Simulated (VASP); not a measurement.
Input of a VASP 6.6.1 run:

INCAR

```
PREC = Accurate
ENCUT = 520
EDIFF = 1E-6
ISMEAR = -1
SIGMA = 0.1
LREAL = F
LASPH = T
NELM = 60
ALGO = Normal
ISIF = 2
LWAVE = F
LCHARG = T
GGA = PE
LELF = T
LVHAR = T
NBANDS = 22
```

The input KPOINTS:

```
Automatic mesh
0
Gamma
  8 8 5
```

POSCAR

```
Na
1.0
    2.8490042364      0.0000000000      0.0000000000
   -1.4245021182      2.4673100442      0.0000000000
    0.0000000000      0.0000000000      9.0630700102
Na
4
Direct
    0.0000000000      0.0000000000      0.0000000000
    0.0000000000      0.0000000000      0.5000000000
    0.3333333333      0.6666666667      0.2500000000
    0.6666666667      0.3333333333      0.7500000000
```

Potentials or basis: VASP PAW PBE potentials, release 64 (Na_pv).

Command:

```sh
$ cat potpaw_PBE.64/Na_pv/POTCAR > POTCAR
$ mpirun -np 1 vasp_std > vasp.out
```

(1) What does it give for the pressure?

(2) What does it give for the band gap on the k mesh?

Answers

(1) 31.9 GPa.

(2) zero (bands 14 and 15 overlap by 5.13 eV).

Caveat: the cell stands under pressure.
